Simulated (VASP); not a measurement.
Input of a VASP 6.6.1 run:

File INCAR:

```
SYSTEM = Rh
  PREC = Accurate
  ENCUT = 520
  EDIFF = 1E-6
  ISMEAR = 0
  SIGMA = 0.1
  LREAL = .False.
  LASPH = .True.
  NELM = 60
  ALGO = Fast
  ISIF = 2
  LWAVE = .False.
  LCHARG = .False.
  GGA = PE
  NBANDS = 22
```

File KPOINTS:

```
regular mesh
0
Gamma
  20 20 14
  0 0 0
```

File POSCAR:

```
Rh
1.0
    1.9724180168      1.9724180168      0.0000000000
   -1.9724180168      1.9724180168      0.0000000000
    0.0000000000      0.0000000000      3.7609990145
Rh
2
Direct
    0.0000000000      0.0000000000      0.0000000000
    0.5000000000      0.5000000000      0.5000000000
```

Potentials or basis: VASP PAW PBE potentials, release 64 (Rh_pv).

The run is started by

```console
$ cat potpaw_PBE.64/Rh_pv/POTCAR > POTCAR
$ mpirun -np 1 vasp_std > vasp.out
```

Problem. What does it give for the pressure?

Solution. -9.1 GPa.

Problem. Estimate the band gap on the k mesh.

Solution. Zero (bands 15 and 16 overlap by 2.48 eV).

Stress tensor (GPa, compression positive):
```
-12.25   0.00   0.00
  0.00 -12.25   0.00
  0.00   0.00  -2.91
```

Caveat: the cell differs from its parent crystal (biaxial strain in the a-b plane: +3.0 %); the stress differs along the axes, from -12 to -3 GPa.
